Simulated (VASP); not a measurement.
A run of VASP 6.6.1:

INCAR

```
PREC = Accurate ; ENCUT = 520
EDIFF = 1E-7 ; ISMEAR = 1
SIGMA = 0.15 ; LREAL = F
LASPH = T ; NELM = 60
ALGO = Normal ; ISIF = 2
LWAVE = F ; LCHARG = F
GGA = PS ; NBANDS = 17
```

The input KPOINTS:

```
regular mesh
0
Gamma
  6 6 3
```

File POSCAR:

```
Sr
1.0
    4.3100000000      0.0000000000      0.0000000000
   -2.1550000000      3.7325700000      0.0000000000
    0.0000000000      0.0000000000      7.0500000000
Sr
2
Direct
    0.3333333333      0.6666666667      0.2500000000
    0.6666666667      0.3333333333      0.7358156028
```

Potentials or basis: VASP PAW PBE potentials, release 64 (Sr_sv).

Launch:

```sh
$ cat potpaw_PBE.64/Sr_sv/POTCAR > POTCAR
$ mpirun -np 1 vasp_std > vasp.out
```

Hardware: 1 thread of AMD EPYC 7R13 (shared host).

**Question.** How long does it take, and how much memory?

**Answer.** Wall time 65 s on 1 thread of AMD EPYC 7R13, on a shared host, peak memory 0.19 GiB. Counts: scf iterations 14, k points 17.
